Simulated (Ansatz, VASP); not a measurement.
**One calculation of LiCl, two programs**

File POSCAR:

```
LiCl
1.0
    0.0000000000      2.5560369945      2.5560369945
    2.4637640590      0.0000000000      2.5560369945
    2.4637640590      2.5560369945      0.0000000000
Li Cl
1 1
Direct
    0.0000000000      0.0000000000      0.0000000000
    0.5000000000      0.5000000000      0.5000000000
```

INCAR.step1

```
PREC = Accurate
ENCUT = 520
ISMEAR = 0
SIGMA = 0.01
LREAL = False
LASPH = True
NELM = 60
NBANDS = 12
GGA = PE
ALGO = Normal
EDIFF = 1E-4
LWAVE = True
LCHARG = False
```

INCAR.step2

```
PREC = Accurate
ENCUT = 520
EDIFF = 1E-6
ISMEAR = 0
SIGMA = 0.01
LREAL = False
LASPH = True
NELM = 60
ALGO = Normal
ISIF = 2
LWAVE = False
LCHARG = False
METAGGA = R2SCAN
LMIXTAU = True
NBANDS = 12
ISTART = 1
```

KPOINTS

```
Automatic mesh
0
Gamma
  8 8 8
```

Input for Ansatz:

```yaml
crystal:
  lattice:
    - [0.0, 2.5560369945, 2.5560369945]
    - [2.463764059, 0.0, 2.5560369945]
    - [2.463764059, 2.5560369945, 0.0]
  atoms:
    - { symbol: Li, position: [0.0, 0.0, 0.0] }
    - { symbol: Cl, position: [0.5, 0.5, 0.5] }
kpoints:
  mp_grid: { grid: [8, 8, 8] }
  band_path:
    path:
      - [0.0, 0.0, 0.0]
      - [0.5, 0.0, 0.5]
      - [0.625, 0.25, 0.625]
      - [0.375, 0.375, 0.75]
      - [0.5, 0.5, 0.5]
      - [0.5, 0.25, 0.75]
    npoints: 1
hamiltonian:
  xc: r2scan
scf:
  occupations: { method: fixed }
  n_extra_bands: 4
output:
  forces: true
  stress: true
  eigenvalues: true
  write_density: true
  write_potential: true
  elf: true
  volumetric_format: npy
```

Change from the starting cell: uniaxial_x strain -3.6%.

Alike in both runs: task single point; functional r2SCAN; k mesh 8 × 8 × 8; no spin polarisation.

|  | VASP | Ansatz |
| --- | --- | --- |
| version | VASP 6.6.1 | Ansatz 0.2.0 |
| potentials or method | VASP PAW PBE potentials, release 64 (Li_sv, Cl) | plane waves, PAW |
| plane-wave cutoff (eV) | 520 | 500 |
| occupations | gaussian, width 0.01 eV | fixed |
| valence electrons in the cell | 10 | 10 |

|  | VASP | Ansatz | Ansatz less VASP |
| --- | --- | --- | --- |
| gap on the k mesh at the Fermi level (eV) | 7.55 | 7.49 | -0.057 |

VASP's potentials were made for PBE, not for r2SCAN.

Noted on VASP's run: the cutoff is short for stress, so the pressure is rough.
